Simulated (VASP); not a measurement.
Input of a VASP 6.6.1 run:

File INCAR:

```
SYSTEM = CdSe
PREC = Accurate ; ENCUT = 520
EDIFF = 1E-6 ; ISMEAR = 0
SIGMA = 0.02 ; LREAL = .False.
LASPH = .True. ; NELM = 80
ALGO = Normal ; ISIF = 2
LWAVE = .False. ; LCHARG = .False.
GGA = PE ; NBANDS = 26
```

The input KPOINTS:

```
regular mesh
0
Gamma
  9 9 4
  0 0 0
```

The input POSCAR:

```
CdSe
1.0
    4.2681409979      0.0000000000      0.0000000000
   -2.1340704989      3.6963185311      0.0000000000
    0.0000000000      0.0000000000      6.3372817272
Cd Se
2 2
Direct
    0.3333333333      0.6666666667     -0.0044451030
    0.6666666667      0.3333333333      0.4955548970
    0.3333333333      0.6666666667      0.3894451030
    0.6666666667      0.3333333333      0.8894451030
```

Potentials or basis: VASP PAW PBE potentials, release 64 (Cd, Se).

The run is started by

```bash
$ cat potpaw_PBE.64/Cd/POTCAR potpaw_PBE.64/Se/POTCAR > POTCAR
$ mpirun -np 1 vasp_std > vasp.out
```

What does it give for the band gap on the k mesh?

0.87 eV, direct.

What does it give for the largest force?

0.485 eV/Å.

Predict the pressure.

12.1 GPa.

Forces in eV/Å, atoms in the order of the input:
```
Cd   0.000  0.000 -0.485
Cd   0.000  0.000 -0.485
Se   0.000  0.000  0.485
Se   0.000  0.000  0.485
```

Caveat: the cell differs from its parent crystal (S replaced by Se, lengths x 1.036, strained).
